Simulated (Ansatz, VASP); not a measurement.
GaN in VASP and in Ansatz

```
Ga N
1.0
     3.17219    0.00000    0.00000
    -1.58610    2.74720    0.00000
     0.00000    0.00000    5.16601
Ga N
2 2
Direct
  0.33333 0.66667 0.99914
  0.66667 0.33333 0.49914
  0.33333 0.66667 0.37586
  0.66667 0.33333 0.87586
```

Alike in both runs: functional r2SCAN; dispersion D4; k mesh 12 × 12 × 4; no spin polarisation.

Ansatz relaxed the structure, and its values are those at the end. VASP's run is a single point on that final structure, the one shown.

|  | VASP | Ansatz |
| --- | --- | --- |
| version | VASP 6.6.1 | Ansatz 0.2.0 |
| potentials or method | VASP PAW PBE potentials, release 64 (Ga_d, N), cutoff 520 eV | plane waves, PAW |
| occupations | gaussian, width 0.01 eV | fixed |
| valence electrons in the cell | 36 | 36 |

Ansatz gave:

| Item | Value |
| --- | --- |
| pressure (GPa) | 0.0 |

Problem. What did VASP give for the same quantities?

Solution. Pressure (GPa): 1.1.

VASP's potentials were made for PBE, not for r2SCAN.
